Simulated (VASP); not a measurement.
MoRh, 4 atoms in the cell. It takes space group Pmma (No. 51, orthorhombic). Conventional cell: a = 4.434 Å, b = 2.717 Å, c = 4.805 Å, α = 90.00°, β = 90.00°, γ = 90.00°. Within 3.6 Å of Mo (site symmetry mm2) lie 8 Rh at 2.70 to 2.77 Å and 4 Mo at 2.72 to 2.76 Å. Within 3.6 Å of Rh (site symmetry mm2) lie 8 Mo at 2.70 to 2.77 Å and 4 Rh at 2.72 to 2.78 Å. 

```yaml
Program: VASP 6.6.1
Task: single point
Functional: r2SCAN
Potentials_or_basis: VASP PAW PBE potentials, release 64 (Mo_sv, Rh_pv)
Cutoff: 520 eV
k_mesh: 4 × 6 × 4
Occupations: methfessel-paxton, width 0.1 eV
Spin: no spin polarisation
Dipole_correction: no
Further_INCAR_settings: ALGO = Normal; EDIFF = 1e-06; NBANDS = 37
```

Potentials or basis: VASP PAW PBE potentials, release 64 (Mo_sv, Rh_pv).

Command:

```bash
$ cat potpaw_PBE.64/Mo_sv/POTCAR potpaw_PBE.64/Rh_pv/POTCAR > POTCAR
$ cp INCAR.step1 INCAR
$ mpirun -np 1 vasp_std > vasp.out
$ cp INCAR.step2 INCAR
$ mpirun -np 1 vasp_std > vasp.out
```

Hardware: 1 thread of AMD EPYC 9R45 96-Core Processor (Zen 5), on a shared host.

**Question.** Estimate the wall time of this run.

**Answer.** Run time: 2.3 min on 1 thread of AMD EPYC 9R45 96-Core Processor (Zen 5), on a shared host, peak memory 0.18 GiB. Counts: k points 36.
